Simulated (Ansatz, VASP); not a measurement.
# Os in VASP and in Ansatz

The input INCAR:

```
PREC = Accurate ; ENCUT = 600
EDIFF = 1E-7 ; ISMEAR = -1
SIGMA = 0.05 ; LREAL = False
LASPH = True ; NELM = 100
ALGO = Normal ; ISIF = 3
LWAVE = False ; LCHARG = False
GGA = B5 ; ALDAX = 1.0
AGGAX = 1.0 ; AGGAC = 1.0
ALDAC = 0.0 ; IBRION = 2
NSW = 60 ; EDIFFG = -0.01
```

The input KPOINTS:

```
Automatic mesh
0
Gamma
  11 11 6
```

The input POSCAR:

```
Os
1.0
    2.7341000000      0.0000000000      0.0000000000
   -1.3670500000      2.3678000565      0.0000000000
    0.0000000000      0.0000000000      4.3197000000
Os
2
Direct
    0.6666666667      0.3333333333      0.7500000000
    0.3333333333      0.6666666667      0.2500000000
```

The input input.yaml:

```yaml
crystal:
  lattice:
    - [2.7341, 0.0, 0.0]
    - [-1.36705, 2.3678000565, 0.0]
    - [0.0, 0.0, 4.3197]
  atoms:
    - { symbol: Os, position: [0.6666666667, 0.3333333333, 0.75] }
    - { symbol: Os, position: [0.3333333333, 0.6666666667, 0.25] }
hamiltonian:
  xc: blyp
  pseudopotentials: { kind: paw }
kpoints:
  mp_grid: { grid: [11, 11, 6] }
scf:
  occupations: { method: fermi_dirac, width: 0.05 }
output:
  forces: true
  stress: true
  write_density: true
  write_potential: true
  elf: true
  volumetric_format: npy
relax:
  f_tol: 0.01
  max_steps: 40
  cell: { stress_tol: 0.05 }
```

Alike in both runs: task relaxation of cell and atoms; functional BLYP; k mesh 11 × 11 × 6; occupations fermi-dirac, width 0.05 eV; no spin polarisation.

|  | VASP | Ansatz |
| --- | --- | --- |
| version | VASP 6.6.1 | Ansatz 0.2.0 |
| potentials or method | VASP PAW PBE potentials, release 64 (Os) | Ansatz PAW |
| plane-wave cutoff (eV) | 600 | 420 |
| valence electrons in the cell | 16 | 32 |

Ansatz gave:

```
gap on the k mesh at the Fermi level, each at its own relaxed structure (eV) : none
relaxed volume (Å³/atom)                                                     : 14.91
relaxed cell length with the largest relative difference (Å)                 : 2.796
```

Q: Which values does VASP return?

A: gap on the k mesh at the Fermi level, each at its own relaxed structure (eV): none; relaxed volume (Å³/atom): 15.02; relaxed cell length with the largest relative difference (Å): 2.803.

VASP's potentials were made for PBE, not for BLYP. A gap of «none» marks a metal or a gap that the smearing closes. VASP's potentials hold 16 valence electrons a cell and Ansatz's 32, so a difference there can come from the potentials and not from the codes.

Neither program's run includes spin-orbit coupling. Noted on Ansatz's run: the plane-wave basis is chosen anew once the cell has moved, so the energies of steps on either side of that aren't comparable.
